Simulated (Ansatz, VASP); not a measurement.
# Two plane-wave programs on As2Se

```
CELL_PARAMETERS angstrom
4.57376 0.00000 0.00000
-2.28688 3.96099 0.00000
0.00000 0.00000 3.37823
ATOMIC_POSITIONS crystal
As 0.33333 0.66667 0.50000
As 0.66667 0.33333 0.50000
Se 0.00000 0.00000 0.00000
```

Alike in both runs: functional PBE; k mesh 12 × 12 × 14; occupations gaussian, width 0.1 eV; no spin polarisation.

Ansatz relaxed the structure, and its values are those at the end. VASP's run is a single point on that final structure, the one shown.

```csv
,VASP,Ansatz
version,VASP 6.6.1,Ansatz 0.2.0
potentials or method,"VASP PAW PBE potentials, release 64 (As, Se), cutoff 520 eV","scalar-relativistic, plane waves, PAW"
valence electrons in the cell,16,46
```

VASP gave:

```
gap on the k mesh at the Fermi level (eV) : none
pressure (GPa)                            : 0.1
```

Problem. What did Ansatz give for the same quantities?

Solution. gap on the k mesh at the Fermi level (eV): none; pressure (GPa): 0.0.

A gap of «none» marks a metal or a gap that the smearing closes. VASP's potentials hold 16 valence electrons a cell and Ansatz's 46, so a difference there can come from the potentials and not from the codes.
